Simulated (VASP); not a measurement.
Crystal: C.

```xyz
2
Lattice="0.0000 1.7858 1.7858 1.7858 0.0000 1.7858 1.7858 1.7858 0.0000" Properties=species:S:1:pos:R:3 pbc="T T T"
C     0.0000    0.0000    0.0000
C     0.8929    0.8929    0.8929
```

Program: VASP 6.6.1. Alike in all runs: task single point; no spin polarisation; cell as given; k mesh 13 × 13 × 13; smearing fermi-dirac 0.01 eV.

Q: Order these runs on this cell by their pressure, lowest first.
A. level r2SCAN; potentials or basis VASP PAW PBE potentials, release 64 (C); cutoff (eV) 660
B. level LDA; potentials or basis VASP PAW LDA potentials, release 64 (C); cutoff (eV) 600
C. level PBE; potentials or basis VASP PAW PBE potentials, release 64 (C); cutoff (eV) 600

A: B (-14.1 GPa), A (-4.1 GPa), C (0.0 GPa).

Caveats: the PAW data sets were made with another functional, which shifts forces and pressure a little (some runs).
